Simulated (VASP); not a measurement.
# CuO (F-43m) in VASP: a series of runs

CuO is run at these levels: PBE; tasks: single point.

All numbers are computed with VASP 6.6.1; they aren't measurements. Logs are shortened: lines on timing, memory, paths and dates and some standing lists are left out, and cuts for length are marked.

## Step 1: The cell of the first run

Symmetry: F-43m, No. 216, cubic system. Conventional cell: a = 4.655 Å, b = 4.655 Å, c = 4.655 Å, α = 90.00°, β = 90.00°, γ = 90.00°. Within 2.7 Å of Cu (site symmetry -43m) lie 4 O at 2.02 Å. Within 2.7 Å of O (site symmetry -43m) lie 4 Cu at 2.02 Å.

## Step 2: Single point, PBE, collinear spin, ferromagnetic start

Contents of INCAR:

```
PREC = Accurate ; ENCUT = 520
EDIFF = 1E-7 ; ISMEAR = 0
SIGMA = 0.05 ; LREAL = F
LASPH = T ; NELM = 150
ALGO = Normal ; ISIF = 2
LWAVE = F ; LCHARG = F
ISPIN = 2 ; MAGMOM = 0.44 0.25
LORBIT = 11 ; LMAXMIX = 4
GGA = PE ; NBANDS = 20
```

Contents of KPOINTS:

```
Automatic mesh
0
Gamma
  7 7 7
```

Contents of POSCAR:

```
CuO
1.0
    0.0000000000      2.3272527300      2.3272527300
    2.3272527300      0.0000000000      2.3272527300
    2.3272527300      2.3272527300      0.0000000000
Cu O
1 1
Direct
    0.0000000000      0.0000000000      0.0000000000
    0.2500000000      0.2500000000      0.2500000000
```

Potentials or basis: VASP PAW PBE potentials, release 64 (Cu, O).

Launch:

```
cat potpaw_PBE.64/Cu/POTCAR potpaw_PBE.64/O/POTCAR > POTCAR
mpirun -np 1 vasp_std > vasp.out
```

OUTCAR:

```text
PREC = Accurate
   ENCUT = 520
   EDIFF = 1E-7
   ISMEAR = 0
   LREAL = F
   LASPH = T
   NELM = 150
   ISIF = 2
   ISPIN = 2
   LORBIT = 11
   GGA = PE

 ion  position               nearest neighbor table
   1  0.000  0.000  0.000-   2 2.02   2 2.02   2 2.02   2 2.02
   2  0.250  0.250  0.250-   1 2.02   1 2.02   1 2.02   1 2.02

  LATTYP: Found a face centered cubic cell.
 ALAT       =     4.6545054600

  Lattice vectors:

 A1 = (   0.0000000000,   2.3272527300,   2.3272527300)
 A2 = (   2.3272527300,   0.0000000000,   2.3272527300)
 A3 = (   2.3272527300,   2.3272527300,   0.0000000000)

Analysis of symmetry for initial positions (statically):
=====================================================================
 Subroutine PRICEL returns:
 Original cell was already a primitive cell.

 Routine SETGRP: Setting up the symmetry group for a
 face centered cubic supercell.

 Subroutine GETGRP returns: Found 24 space group operations
 (whereof 24 operations were pure point group operations)
 out of a pool of 48 trial point group operations.

The static configuration has the point symmetry T_d .

Analysis of symmetry for dynamics (positions and initial velocities):
=====================================================================
 Subroutine PRICEL returns:
 Original cell was already a primitive cell.

 Routine SETGRP: Setting up the symmetry group for a
 face centered cubic supercell.

 Subroutine GETGRP returns: Found 24 space group operations
 (whereof 24 operations were pure point group operations)
 out of a pool of 48 trial point group operations.

The dynamic configuration has the point symmetry T_d .

Analysis of structural, dynamic, and magnetic symmetry:
=====================================================================
 Subroutine PRICEL returns:
 Original cell was already a primitive cell.

 Routine SETGRP: Setting up the symmetry group for a
 face centered cubic supercell.

 Subroutine GETGRP returns: Found 24 space group operations
 (whereof 24 operations were pure point group operations)
 out of a pool of 48 trial point group operations.

The overall configuration has the point symmetry T_d .

 Subroutine INISYM returns: Found 24 space group operations
 (whereof 24 operations are pure point group operations),
 and found     1 'primitive' translations

----------------------------------------------------------------------------------------

[... 109 lines left out ...]
  Fermi-wavevector in a.u.,A,eV,Ry     =   1.435614  2.712916 28.041426  2.060987
  Thomas-Fermi vector in A             =   2.554893
   LORBIT       =     11    0 simple, 1 ext, 2 COOP (PROOUT), +10 PAW based schemes
   GGA     = PE    functional components
   LHFCALC =     F    Hartree Fock is set to
   AEXX    =    0.0000 exact exchange contribution
   IVDW    =     0    specifies the selected vdW correction
   LEPSILON=     F    determine dielectric tensor
   LRPA    =     F    only Hartree local field effects (RPA)
 spin polarized calculation
 Gauss-broadening in eV      SIGMA  =   0.05
  energy-cutoff  :      520.00
  volume of cell :       25.21
 maximum number of plane-waves:       688
   NGX = 13   NGY = 13   NGZ = 13

 number of electron      16.9999985 magnetization       0.6408484

 Free energy of the ion-electron system (eV)
  ---------------------------------------------------
  ext. energy  EPLUGINS =         0.00000000
  ---------------------------------------------------
  free energy    TOTEN  =        -9.50084605 eV

  energy without entropy =       -9.49913287  energy(sigma->0) =       -9.49998946

 E-fermi :   3.0912     XC(G=0): -10.5752

 val. band max:        3.0525354882   @ k =  -0.2857   0.1429   0.0000
 cond. band min:       3.1371273795   @ k =   0.2857   0.0000   0.0000
 fundamental gap:      0.0845918913
 Fermi energy:         3.0911710100

 spin component 1

 k-point     1 :       0.0000    0.0000    0.0000
  band No.  band energies     occupation
      1     -15.3605      1.00000
      2      -1.4812      1.00000
      3      -1.4812      1.00000
      4      -1.4812      1.00000
      5       1.0693      1.00000
      6       1.0693      1.00000
[... 436 lines left out ...]
      6       1.0719      1.00000
[... 12 lines left out ...]
     19      31.7026      0.00000
     20      33.5570      0.00000
 Fermi energy:         3.0911710100

 spin component 2

 k-point     1 :       0.0000    0.0000    0.0000
  band No.  band energies     occupation
      1     -14.9940      1.00000
      2      -1.0872      1.00000
      3      -1.0872      1.00000
      4      -1.0872      1.00000
      5       1.3610      1.00000
      6       1.3610      1.00000
[... 449 lines left out ...]
     19      31.7517      0.00000
     20      33.6356      0.00000

------------------------ aborting loop because EDIFF is reached ----------------------------------------

  FORCE on cell =-STRESS in cart. coord.  units (eV):
  Direction    XX          YY          ZZ          XY          YZ          ZX
  --------------------------------------------------------------------------------------
  -------------------------------------------------------------------------------------
  Total       -1.3627891     -1.3627891     -1.3627891     -0.0000000     -0.0000000      0.0000000
  in kB      -86.6121068    -86.6121068    -86.6121068     -0.0000000     -0.0000000      0.0000000
  external PRESSURE =     -86.6121068 kB  Pullay stress =       0.0000000 kB

 VOLUME and BASIS-vectors are now :
 -----------------------------------------------------------------------------
  energy-cutoff  :      520.00
  volume of cell :       25.21
      direct lattice vectors                 reciprocal lattice vectors
     0.000000000  2.327252730  2.327252730    -0.214845596  0.214845596  0.214845596
     2.327252730  0.000000000  2.327252730     0.214845596 -0.214845596  0.214845596
     2.327252730  2.327252730  0.000000000     0.214845596  0.214845596 -0.214845596

 POSITION                                       TOTAL-FORCE (eV/Angst)
 -----------------------------------------------------------------------------------
      0.00000      0.00000      0.00000         0.000000      0.000000      0.000000
      1.16363      1.16363      1.16363        -0.000000     -0.000000     -0.000000
 -----------------------------------------------------------------------------------
    total drift:                               -0.000000     -0.000000     -0.000001

  FREE ENERGIE OF THE ION-ELECTRON SYSTEM (eV)
  ---------------------------------------------------
  free  energy   TOTEN  =        -9.5008460518 eV

  energy  without entropy=       -9.4991328727  energy(sigma->0) =       -9.49998946

 total charge

# of ion       s       p       d       tot
------------------------------------------
    1        0.330   0.339   9.102   9.770
    2        1.563   3.342   0.000   4.905
--------------------------------------------------
tot          1.893   3.680   9.102  14.675

 magnetization (x)

# of ion       s       p       d       tot
------------------------------------------
    1       -0.003   0.010   0.387   0.393
    2        0.005   0.215   0.000   0.220
--------------------------------------------------
tot          0.002   0.225   0.387   0.613
```

OSZICAR:

```text
N       E                     dE             d eps       ncg     rms          rms(c)
DAV:   1     0.101756487120E+03    0.10176E+03   -0.78031E+03  1832   0.120E+03
DAV:   2    -0.452382884471E+01   -0.10628E+03   -0.93206E+02  1676   0.258E+02
DAV:   3    -0.125044894044E+02   -0.79807E+01   -0.73288E+01  1848   0.667E+01
DAV:   4    -0.126076119751E+02   -0.10312E+00   -0.10284E+00  1868   0.752E+00
DAV:   5    -0.126089287690E+02   -0.13168E-02   -0.13168E-02  1776   0.894E-01    0.129E+01
DAV:   6    -0.116422191199E+02    0.96671E+00   -0.16516E+01  2104   0.950E+01    0.136E+01
DAV:   7    -0.950937215603E+01    0.21328E+01   -0.57053E+00  2068   0.713E+01    0.167E+00
DAV:   8    -0.951538806141E+01   -0.60159E-02   -0.33200E-01  1708   0.394E+00    0.935E-01
DAV:   9    -0.950148296276E+01    0.13905E-01   -0.24216E-02  2388   0.266E+00    0.413E-01
DAV:  10    -0.950084946972E+01    0.63349E-03   -0.34844E-03  2356   0.101E+00    0.145E-01
DAV:  11    -0.950079410245E+01    0.55367E-04   -0.75147E-04  1920   0.259E-01    0.388E-02
DAV:  12    -0.950081374975E+01   -0.19647E-04   -0.60833E-05  2244   0.746E-02    0.465E-02
DAV:  13    -0.950084628909E+01   -0.32539E-04   -0.51401E-05  1692   0.574E-02    0.100E-02
DAV:  14    -0.950084599499E+01    0.29410E-06   -0.29059E-06  2128   0.184E-02    0.388E-03
DAV:  15    -0.950084605182E+01   -0.56830E-07   -0.26897E-07  1796   0.672E-03
   1 F= -.95008461E+01 E0= -.94999895E+01  d E =-.171318E-02  mag=     0.6408
```

Run time: 24 s. Hardware: 1 thread of AMD EPYC 7R43 (Zen 3), shared host; peak memory 0.11 GiB.

What came out:

```yaml
Free_energy: -9.5008 eV
Pressure: -8.7 GPa
Net_moment: 0.64 μB per cell
Site_moments: Cu +0.39; O +0.22 μB
Valence_electrons_inside_the_program's_atomic_spheres: Cu 9.77; O 4.91
```

Levels at points of the mesh, in eV from the Fermi level:
Spin up:
| k point | band 6 | band 7 | band 8 | band 9 | band 10 | band 11 | band 12 | band 13 |
| --- | --- | --- | --- | --- | --- | --- | --- | --- |
| (0.00, 0.00, 0.00) | -2.02 | 0.44 | 0.44 | 0.44 | 0.82 | 13.79 | 13.79 | 13.79 |
Spin down:
```csv
k point,band 6,band 7,band 8,band 9,band 10,band 11
"(0.00, 0.00, 0.00)",-1.73,0.93,0.96,0.96,0.96,13.85
```

Caveat: a cell with one magnetic atom can't hold antiferromagnetic order, which such compounds often take; semilocal functionals often make such compounds metallic where correlation or magnetic order opens a gap, which also shifts bond lengths.

## Step 3: Single point, PBE, collinear spin, ferromagnetic start

Contents of INCAR:

```
SYSTEM = CuO
  ALGO = Normal
  EDIFF = 1E-6
  ENCUT = 520
  GGA = PE
  ISIF = 2
  ISMEAR = 0
  ISPIN = 2
  LASPH = .TRUE.
  LCHARG = .FALSE.
  LMAXMIX = 4
  LORBIT = 11
  LREAL = .FALSE.
  LWAVE = .FALSE.
  MAGMOM = 0.44 0.25
  NBANDS = 20
  NELM = 150
  PREC = Accurate
  SIGMA = 0.05
```

Contents of KPOINTS:

```
k-points
0
G
  7 7 7
  0 0 0
```

POSCAR is that of step 2.

Potentials or basis: VASP PAW PBE potentials, release 64 (Cu, O).

Launch:

```
cat potpaw_PBE.64/Cu/POTCAR potpaw_PBE.64/O/POTCAR > POTCAR
mpirun -np 1 vasp_std > vasp.out
```

It took 22 s on 1 thread of AMD EPYC 7R43 (Zen 3), shared host; peak memory 0.12 GiB.

Results (log left out):

| Quantity | Value |
| --- | --- |
| Free energy | -9.5008 eV |
| Pressure | -8.7 GPa |
| Net moment | 0.64 μB per cell |
| Site moments | Cu +0.39; O +0.22 μB |
| Valence electrons inside the program's atomic spheres | Cu 9.77; O 4.91 |

Levels at points of the mesh, in eV from the Fermi level:
Spin up:
```
           k point  band 7  band 8  band 9  band 10  band 11  band 12
(0.00, 0.00, 0.00)    0.44    0.44    0.44     0.82    13.79    13.79
```
Spin down:
| k point | band 6 | band 7 | band 8 | band 9 | band 10 | band 11 |
| --- | --- | --- | --- | --- | --- | --- |
| (0.00, 0.00, 0.00) | -1.73 | 0.93 | 0.96 | 0.96 | 0.96 | 13.85 |

Caveat: a cell with one magnetic atom can't hold antiferromagnetic order, which such compounds often take; semilocal functionals often make such compounds metallic where correlation or magnetic order opens a gap, which also shifts bond lengths. With open d or f shells a metallic result of PBE can be an artefact of self-interaction; +U or a hybrid may open a gap.

## Step 4: Single point, PBE, collinear spin, ferromagnetic start

Contents of INCAR:

```
PREC     = Accurate       # precision mode
ENCUT    = 520            # plane-wave cutoff, eV
EDIFF    = 1E-7           # SCF threshold, eV
ISMEAR   = 0              # smearing method
SIGMA    = 0.05           # smearing width, eV
LREAL    = F              # projectors in reciprocal space
LASPH    = T              # aspherical terms in the spheres
NELM     = 150            # most SCF steps
ALGO     = Normal         # electronic algorithm
ISIF     = 2              # what is computed and relaxed
LWAVE    = F              # write WAVECAR
LCHARG   = F              # write CHGCAR
ISPIN    = 2              # spin polarisation
MAGMOM   = 1 0            # initial moments
LORBIT   = 11             # projections on sites
LMAXMIX  = 4              # l up to which the mixer works
GGA      = PE             # functional
NBANDS   = 20             # bands
```

Contents of KPOINTS:

```
Automatic mesh
0
Gamma
  7 7 7
```

POSCAR is that of step 3.

Potentials or basis: VASP PAW PBE potentials, release 64 (Cu, O).

Launch:

```
cat potpaw_PBE.64/Cu/POTCAR potpaw_PBE.64/O/POTCAR > POTCAR
mpirun -np 1 vasp_std > vasp.out
```

OUTCAR:

```text
PREC = Accurate
   ENCUT = 520
   EDIFF = 1E-7
   ISMEAR = 0
   LREAL = F
   LASPH = T
   NELM = 150
   ISIF = 2
   ISPIN = 2
   LORBIT = 11
   GGA = PE

 ion  position               nearest neighbor table
   1  0.000  0.000  0.000-   2 2.02   2 2.02   2 2.02   2 2.02
   2  0.250  0.250  0.250-   1 2.02   1 2.02   1 2.02   1 2.02

  LATTYP: Found a face centered cubic cell.
 ALAT       =     4.6545054600

  Lattice vectors:

 A1 = (   0.0000000000,   2.3272527300,   2.3272527300)
 A2 = (   2.3272527300,   0.0000000000,   2.3272527300)
 A3 = (   2.3272527300,   2.3272527300,   0.0000000000)

Analysis of symmetry for initial positions (statically):
=====================================================================
 Subroutine PRICEL returns:
 Original cell was already a primitive cell.

 Routine SETGRP: Setting up the symmetry group for a
 face centered cubic supercell.

[... 650 lines left out ...]
      2      -1.0870      1.00000
      3      -1.0870      1.00000
      4      -1.0870      1.00000
      5       1.3613      1.00000
      6       1.3613      1.00000
[... 449 lines left out ...]
     19      31.7520      0.00000
     20      33.6359      0.00000

------------------------ aborting loop because EDIFF is reached ----------------------------------------

  FORCE on cell =-STRESS in cart. coord.  units (eV):
  Direction    XX          YY          ZZ          XY          YZ          ZX
  --------------------------------------------------------------------------------------
  -------------------------------------------------------------------------------------
  Total       -1.3659441     -1.3659441     -1.3659441      0.0000000      0.0000000      0.0000000
  in kB      -86.8126198    -86.8126198    -86.8126198      0.0000000      0.0000000      0.0000000
  external PRESSURE =     -86.8126198 kB  Pullay stress =       0.0000000 kB

 VOLUME and BASIS-vectors are now :
 -----------------------------------------------------------------------------
  energy-cutoff  :      520.00
  volume of cell :       25.21
      direct lattice vectors                 reciprocal lattice vectors
     0.000000000  2.327252730  2.327252730    -0.214845596  0.214845596  0.214845596
     2.327252730  0.000000000  2.327252730     0.214845596 -0.214845596  0.214845596
     2.327252730  2.327252730  0.000000000     0.214845596  0.214845596 -0.214845596

 POSITION                                       TOTAL-FORCE (eV/Angst)
 -----------------------------------------------------------------------------------
      0.00000      0.00000      0.00000         0.000000      0.000000      0.000000
      1.16363      1.16363      1.16363        -0.000000     -0.000000     -0.000000
 -----------------------------------------------------------------------------------
    total drift:                               -0.000000     -0.000000     -0.000001

  FREE ENERGIE OF THE ION-ELECTRON SYSTEM (eV)
  ---------------------------------------------------
  free  energy   TOTEN  =        -9.5008460460 eV

  energy  without entropy=       -9.4991330933  energy(sigma->0) =       -9.49998957

 total charge

# of ion       s       p       d       tot
------------------------------------------
    1        0.330   0.339   9.102   9.770
    2        1.563   3.342   0.000   4.905
--------------------------------------------------
tot          1.893   3.680   9.102  14.675

 magnetization (x)

# of ion       s       p       d       tot
------------------------------------------
    1       -0.003   0.010   0.387   0.393
    2        0.005   0.215   0.000   0.220
--------------------------------------------------
tot          0.002   0.225   0.387   0.613
```

Run time: 28 s. Hardware: 1 thread of AMD EPYC 7R43 (Zen 3), shared host; peak memory 0.12 GiB.

Results:

- Free energy: -9.5008 eV
- Pressure: -8.7 GPa
- Net moment: 0.64 μB per cell
- Site moments: Cu +0.39; O +0.22 μB
- Valence electrons inside the program's atomic spheres: Cu 9.77; O 4.91

Levels at points of the mesh, in eV from the Fermi level:
Spin up:
```csv
k point,band 6,band 7,band 8,band 9,band 10,band 11,band 12,band 13
"(0.00, 0.00, 0.00)",-2.02,0.44,0.44,0.44,0.82,13.79,13.79,13.79
```
Spin down:
```tsv
k point	band 4	band 5	band 6	band 7	band 8	band 9	band 10	band 11	band 12	band 13
(0.00, 0.00, 0.00)	-4.18	-1.73	-1.73	0.93	0.96	0.96	0.96	13.85	13.85	13.85
```

Caveat: a cell with one magnetic atom can't hold antiferromagnetic order, which such compounds often take; semilocal functionals often make such compounds metallic where correlation or magnetic order opens a gap, which also shifts bond lengths. With open d or f shells a metallic result of PBE can be an artefact of self-interaction; +U or a hybrid may open a gap.

## Step 5: Single point, PBE, collinear spin, ferromagnetic start

Contents of INCAR:

```
PREC = Accurate
ENCUT = 520
EDIFF = 1E-6
ISMEAR = 0
SIGMA = 0.05
LREAL = F
LASPH = T
NELM = 150
ALGO = Normal
ISIF = 2
LWAVE = F
LCHARG = T
ISPIN = 2
MAGMOM = 0.09 0.05
LORBIT = 11
LMAXMIX = 4
GGA = PE
LELF = T
LVHAR = T
NBANDS = 20
```

Contents of KPOINTS:

```
regular mesh
0
Gamma
  7 7 7
```

POSCAR is that of step 4.

Launch:

```
cat potpaw_PBE.64/Cu/POTCAR potpaw_PBE.64/O/POTCAR > POTCAR
mpirun -np 1 vasp_std > vasp.out
```

Run time: 28 s. Hardware: 1 thread of AMD EPYC 7R43 (Zen 3), shared host; peak memory 0.11 GiB.

Results (log left out):

```
Free energy                                           : -9.4991 eV
Pressure                                              : -9.3 GPa
Net moment                                            : 0.13 μB per cell
Site moments                                          : Cu +0.08; O +0.04 μB
Valence electrons inside the program's atomic spheres : Cu 9.77; O 4.90
```

Levels at points of the mesh, in eV from the Fermi level:
Spin up:
| k point | band 7 | band 8 | band 9 | band 10 | band 11 | band 12 |
| --- | --- | --- | --- | --- | --- | --- |
| (0.00, 0.00, 0.00) | 0.65 | 0.65 | 0.65 | 0.88 | 13.84 | 13.84 |
Spin down:
```tsv
k point	band 6	band 7	band 8	band 9	band 10	band 11	band 12	band 13
(0.00, 0.00, 0.00)	-1.82	0.76	0.76	0.76	0.90	13.85	13.85	13.85
```

Caveat: semilocal functionals often make such compounds metallic where correlation or magnetic order opens a gap, which also shifts bond lengths. With open d or f shells a metallic result of PBE can be an artefact of self-interaction; +U or a hybrid may open a gap.
